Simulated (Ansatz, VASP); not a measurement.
## One calculation of CdS, two programs

Contents of INCAR:

```
ALGO = Normal
EDIFF = 1E-6
ENCUT = 630
GGA = PE
GGA_COMPAT = False
ISIF = 2
ISMEAR = 0
LASPH = True
LCHARG = False
LREAL = False
LWAVE = False
NBANDS = 20
NELM = 120
PREC = Accurate
SIGMA = 0.017
```

Contents of KPOINTS:

```
k-points
0
Gamma
  7 7 5
```

File POSCAR:

```
CdS
1.0
    4.2611695877      0.0000000000      0.0000000000
   -2.1305847939      3.6902811128      0.0000000000
    0.0000000000      0.0000000000      5.8041729400
Cd S
1 1
Direct
    0.0000000000      0.0000000000      0.4426919200
    0.6666666667      0.3333333333      0.4343080800
```

Contents of input.yaml:

```yaml
crystal:
  lattice:
    - [4.2611695877, 0.0, 0.0]
    - [-2.1305847939, 3.6902811128, 0.0]
    - [0.0, 0.0, 5.80417294]
  atoms:
    - { symbol: Cd, position: [0.0, 0.0, 0.44269192] }
    - { symbol: S, position: [0.6666666667, 0.3333333333, 0.43430808] }
hamiltonian:
  xc: pbe
  pseudopotentials: { kind: paw }
kpoints:
  mp_grid: { grid: [7, 7, 5] }
scf:
  occupations: { method: gaussian, width: 0.017 }
output:
  forces: true
  stress: true
  eigenvalues: true
  write_density: true
  write_potential: true
  elf: true
  volumetric_format: npy
```

Alike in both runs: task single point; functional PBE; k mesh 7 × 7 × 5; occupations gaussian, width 0.017 eV; no spin polarisation.

|  | VASP | Ansatz |
| --- | --- | --- |
| version | VASP 6.6.1 | Ansatz 0.2.0 |
| potentials or method | VASP PAW PBE potentials, release 64 (Cd_sv_GW, S) | Ansatz PAW |
| plane-wave cutoff (eV) | 630 | 420 |
| valence electrons in the cell | 26 | 26 |

```csv
,VASP,Ansatz,Ansatz less VASP
gap on the k mesh at the Fermi level (eV),1.46,1.47,+0.005
least direct gap on the mesh (eV),1.47,1.47,+0.005
pressure (GPa),-0.3,-0.2,+0.08
"traceless stress, the component that is largest in VASP (GPa)",0.24,0.25,+0.006
rms of the force components (eV/Å),0.003,0.003,+0.0003
```

Atom by atom the forces differ by 0.000 eV/Å (rms over components).

Noted on Ansatz's run: odd divisions of the mesh miss points on the zone boundary, where band edges often lie, so the gap on the mesh can be too wide.
